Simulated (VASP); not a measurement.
# SnO in VASP: a series of runs, part 2 of 2

VASP 6.6.1. Earlier steps stand in the parts before.

## Step 3: Single point, PBE+D3(BJ) (layers slid over each other)

INCAR

```
PREC = Accurate
ENCUT = 520
EDIFF = 1E-6
ISMEAR = 0
SIGMA = 0.05
LREAL = False
LASPH = True
NELM = 120
ALGO = Normal
ISIF = 2
LWAVE = False
LCHARG = False
LDIPOL = True
IDIPOL = 3
DIPOL = 0.5 0.5 0.428
GGA = PE
IVDW = 12
NBANDS = 50
GGA_COMPAT = False
NELMDL = -8
```

KPOINTS

```
Automatic mesh
0
Gamma
  7 7 1
```

POSCAR

```
SnO
1.0
    3.8205591864     -0.0000144263      0.0000000000
    0.0000145052      3.8205591864      0.0000000000
    0.0000000000      0.0000000000     22.2281054423
Sn O
4 4
Direct
    0.7499972411      0.2500027589      0.2024464033
    0.2499972411      0.7500027589      0.3088006191
    0.4999972411      1.0000027589      0.5472374941
   -0.0000027589      1.5000027589      0.6535917098
    0.2499972411      0.2500027589      0.2556235112
    0.7499972411      0.7500027589      0.2556235112
   -0.0000027589      1.0000027589      0.6004146020
    0.4999972411      1.5000027589      0.6004146020
```

Potentials or basis: VASP PAW PBE potentials, release 64 (Sn_d, O).

On the command line:

```
$ cat potpaw_PBE.64/Sn_d/POTCAR potpaw_PBE.64/O/POTCAR > POTCAR
$ mpirun -np 1 vasp_std > vasp.out
```

OUTCAR:

```text
PREC = Accurate
   ENCUT = 520
   EDIFF = 1E-6
   ISMEAR = 0
   LREAL = False
   LASPH = True
   NELM = 120
   ISIF = 2
   GGA = PE
   IVDW = 12
   NELMDL = -8
 IVDW          = 12

 ion  position               nearest neighbor table
   1  0.750  0.250  0.202-   5 2.25   5 2.25   6 2.25   6 2.25   2 3.59   2 3.59   2 3.59   2 3.59

   2  0.250  0.750  0.309-   6 2.25   6 2.25   5 2.25   5 2.25   1 3.59   1 3.59   1 3.59   1 3.59

   3  0.500  0.000  0.547-   7 2.25   7 2.25   8 2.25   8 2.25   4 3.59   4 3.59   4 3.59   4 3.59

   4  1.000  0.500  0.654-   8 2.25   8 2.25   7 2.25   7 2.25   3 3.59   3 3.59   3 3.59   3 3.59

   5  0.250  0.250  0.256-   1 2.25   1 2.25   2 2.25   2 2.25
   6  0.750  0.750  0.256-   2 2.25   2 2.25   1 2.25   1 2.25
   7  1.000  0.000  0.600-   4 2.25   4 2.25   3 2.25   3 2.25
   8  0.500  0.500  0.600-   4 2.25   4 2.25   3 2.25   3 2.25

  LATTYP: Found a simple tetragonal cell.
 ALAT       =     3.8205591864
 C/A-ratio  =     5.8180241053

  Lattice vectors:

 A1 = (   3.8205591864,  -0.0000144263,   0.0000000000)
 A2 = (   0.0000145052,   3.8205591864,   0.0000000000)
 A3 = (   0.0000000000,   0.0000000000,  22.2281054423)

Analysis of symmetry for initial positions (statically):
=====================================================================
 Subroutine PRICEL returns:
 Original cell was already a primitive cell.

 Routine SETGRP: Setting up the symmetry group for a
 simple tetragonal supercell.

 Subroutine GETGRP returns: Found  4 space group operations
 (whereof  1 operations were pure point group operations)
 out of a pool of 16 trial point group operations.

The static configuration has the point symmetry C_1 .
 The point group associated with its full space group is C_2h.

Analysis of symmetry for dynamics (positions and initial velocities):
=====================================================================
 Subroutine PRICEL returns:
 Original cell was already a primitive cell.

 Routine SETGRP: Setting up the symmetry group for a
 simple tetragonal supercell.

 Subroutine GETGRP returns: Found  4 space group operations
 (whereof  1 operations were pure point group operations)
 out of a pool of 16 trial point group operations.

The dynamic configuration has the point symmetry C_1 .
 The point group associated with its full space group is C_2h.

 Subroutine INISYM returns: Found  4 space group operations
 (whereof  1 operations are pure point group operations),
 and found     1 'primitive' translations

----------------------------------------------------------------------------------------

                                     Primitive cell

  volume of cell :     324.4564

  direct lattice vectors                    reciprocal lattice vectors
     3.820559186 -0.000014426  0.000000000     0.261741790 -0.000000994  0.000000000
     0.000014505  3.820559186  0.000000000     0.000000988  0.261741790  0.000000000
     0.000000000  0.000000000 22.228105442     0.000000000  0.000000000  0.044988090

  length of vectors
     3.820559186  3.820559186 22.228105442     0.261741790  0.261741790  0.044988090

  position of ions in fractional coordinates (direct lattice)
     0.749997241  0.250002759  0.202446403
     0.249997241  0.750002759  0.308800619
     0.499997241  0.000002759  0.547237494
[... 63 lines left out ...]
   total plane-waves  NPLWV = 131712
   dimension x,y,z NGX =    28 NGY =   28 NGZ =  168
   dimension x,y,z NGXF=    56 NGYF=   56 NGZF=  336
   ions per type =               4   4
   NGX,Y,Z   is equivalent  to a cutoff of  12.18, 12.18, 12.56 a.u.
   NGXF,Y,Z  is equivalent  to a cutoff of  24.37, 24.37, 25.13 a.u.
 SYSTEM =  unknown system
   PREC   = accura    normal or accurate (medium, high low for compatibility)
   ISTART =      0    job   : 0-new  1-cont  2-samecut
   ICHARG =      2    charge: 1-file 2-atom 10-const
   ISPIN  =      1    spin polarized calculation?
   LNONCOLLINEAR =      F non collinear calculations
   LSORBIT =      F    spin-orbit coupling
   LASPH  =      T    aspherical Exc in radial PAW
   ENCUT  =  520.0 eV  38.22 Ry    6.18 a.u.   7.10  7.10 41.33*2*pi/ulx,y,z
   NELM   =    120;   NELMIN=  2; NELMDL= -8     # of ELM steps
   EDIFF  = 0.1E-05   stopping-criterion for ELM
   LREAL  =      F    real-space projection
   EDIFFG = 0.1E-04   stopping-criterion for IOM
   NSW    =      0    number of steps for IOM
   IBRION =     -1    ionic relax: 0-MD 1-quasi-New 2-CG
   NFREE  =      0    steps in history (QN), initial steepest desc. (CG)
   ISIF   =      2    stress and relaxation
   ISYM   =      2    0-nonsym 1-usesym 2-fastsym
   POTIM  = 0.5000    time-step for ionic-motion
   TEBEG  =    0.0;   TEEND  =   0.0 temperature during run
   PSTRESS=    0.0 pullay stress
   NELECT =      80.0000    total number of electrons
   NUPDOWN=      -1.0000    fix difference up-down
   EMIN   =  10.00;   EMAX   =-10.00  energy-range for DOS
   EFERMI =   0.00;   METHOD = LEGACY
   ISMEAR =     0;   SIGMA  =   0.05  broadening in eV -4-tet -1-fermi 0-gaus
   EFERMI_NEDOS =   21; number of points for ismear=-14 and -15
   IALGO  =     38    algorithm
   IMIX   =      4    mixing-type and parameters
     AMIX     =   0.40;   BMIX     =  1.00
     AMIX_MAG =   1.60;   BMIX_MAG =  1.00
  volume/ion in A,a.u.               =      40.56       273.69
  Fermi-wavevector in a.u.,A,eV,Ry     =   1.026564  1.939925 14.338279  1.053834
  Thomas-Fermi vector in A             =   2.160463
   LORBIT       =      0    0 simple, 1 ext, 2 COOP (PROOUT), +10 PAW based schemes
   GGA     = PE    functional components
   LHFCALC =     F    Hartree Fock is set to
   AEXX    =    0.0000 exact exchange contribution
   IVDW    =    12    specifies the selected vdW correction
   LEPSILON=     F    determine dielectric tensor
   LRPA    =     F    only Hartree local field effects (RPA)
 non-spin polarized calculation
 Gauss-broadening in eV      SIGMA  =   0.05
  energy-cutoff  :      520.00
  volume of cell :      324.46
 maximum number of plane-waves:      8769
   NGX = 15   NGY = 15   NGZ = 83

 dipolmoment           0.000000      0.000000      0.000104 electrons x Angstroem

 number of electron      79.9999970 magnetization

 dipolmoment           0.000000      0.000000     -0.000014 electrons x Angstroem

 Free energy of the ion-electron system (eV)
  ---------------------------------------------------
  ext. energy  EPLUGINS =         0.00000000
  ---------------------------------------------------
  free energy    TOTEN  =       -45.16679850 eV

  energy without entropy =      -45.16679850  energy(sigma->0) =      -45.16679850

 E-fermi :  -0.1033     XC(G=0):  -5.4211

 val. band max:       -0.3853600587   @ k =  -0.1429   0.1429   0.0000
 cond. band min:       2.3688998693   @ k =   0.0000   0.0000   0.0000
 fundamental gap:      2.7542599280
 Fermi energy:        -0.1032584079

 k-point     1 :       0.0000    0.0000    0.0000
  band No.  band energies     occupation
      1     -21.0520      2.00000
      2     -21.0519      2.00000
      3     -20.6925      2.00000
      4     -20.6924      2.00000
      5     -20.6542      2.00000
      6     -20.6542      2.00000
[... 837 lines left out ...]
     49       6.1279      0.00000
     50       6.3879      0.00000

------------------------ aborting loop because EDIFF is reached ----------------------------------------

 vacuum level on the upper side and lower side of the slab       (xc-potential included)        -0.228        -0.217

 Edisp (eV)   -1.16944

 E8    (eV) :    -0.5172

  FORCE on cell =-STRESS in cart. coord.  units (eV):
  Direction    XX          YY          ZZ          XY          YZ          ZX
  --------------------------------------------------------------------------------------
  -------------------------------------------------------------------------------------
  Total       0.11267     0.11267    -0.06275     0.00129     0.01450     0.01450
  in kB       0.55637     0.55637    -0.30986     0.00638     0.07160     0.07160
  external pressure =        0.27 kB  Pullay stress =        0.00 kB

 VOLUME and BASIS-vectors are now :
 -----------------------------------------------------------------------------
  energy-cutoff  :      520.00
  volume of cell :      324.46
      direct lattice vectors                 reciprocal lattice vectors
     3.820559186 -0.000014426  0.000000000     0.261741790 -0.000000994  0.000000000
     0.000014505  3.820559186  0.000000000     0.000000988  0.261741790  0.000000000
     0.000000000  0.000000000 22.228105442     0.000000000  0.000000000  0.044988090

 POSITION                                       TOTAL-FORCE (eV/Angst)
 -----------------------------------------------------------------------------------
      2.86541      0.95514      4.50000        -0.000337     -0.000337     -0.079254
      0.95514      2.86543      6.86405        -0.000433     -0.000433      0.124583
      1.91027      0.00000     12.16405         0.000433      0.000433     -0.124583
      3.82056      1.91028     14.52811         0.000337      0.000337      0.079254
      0.95513      0.95515      5.68203         0.000623     -0.001796      0.002038
      2.86542      2.86542      5.68203        -0.001796      0.000623      0.002038
      3.82055     -0.00000     13.34608         0.001796     -0.000623     -0.002038
      1.91028      1.91028     13.34608        -0.000623      0.001796     -0.002038
 -----------------------------------------------------------------------------------
    total drift:                               -0.000000      0.000000     -0.000695

  FREE ENERGIE OF THE ION-ELECTRON SYSTEM (eV)
  ---------------------------------------------------
  free  energy   TOTEN  =       -46.3362370790 eV

  energy  without entropy=      -46.3362370790  energy(sigma->0) =      -46.33623708

 vacuum level on the upper side and lower side of the slab         4.712         4.724
```

It took 9.7 min on 1 thread of Oxide Virtual Turin-like, shared host; peak memory 0.42 GiB.

Results:

```
Free energy                : -46.3362 eV
Largest force              : 0.125 eV/Å
Band gap on the k mesh     : 2.75 eV (least direct gap 2.78 eV)
Dispersion energy per atom : -0.146 eV
```

Forces in eV/Å, atoms in the order of the input:
```
Sn   0.000  0.000 -0.079
Sn   0.000  0.000  0.125
Sn   0.000  0.000 -0.125
Sn   0.000  0.000  0.079
O    0.001 -0.002  0.002
O   -0.002  0.001  0.002
O    0.002 -0.001 -0.002
O   -0.001  0.002 -0.002
```

Levels at points of the mesh, in eV from the valence-band top:
```
           k point  band 38  band 39  band 40  band 41  band 42  band 43
(0.00, 0.00, 0.00)    -1.76    -0.24    -0.03     2.75     3.05     3.05
```

Caveat: the cell differs from its parent crystal (layers slid over each other); spin-orbit coupling is left out, which moves the levels of the heavy elements.
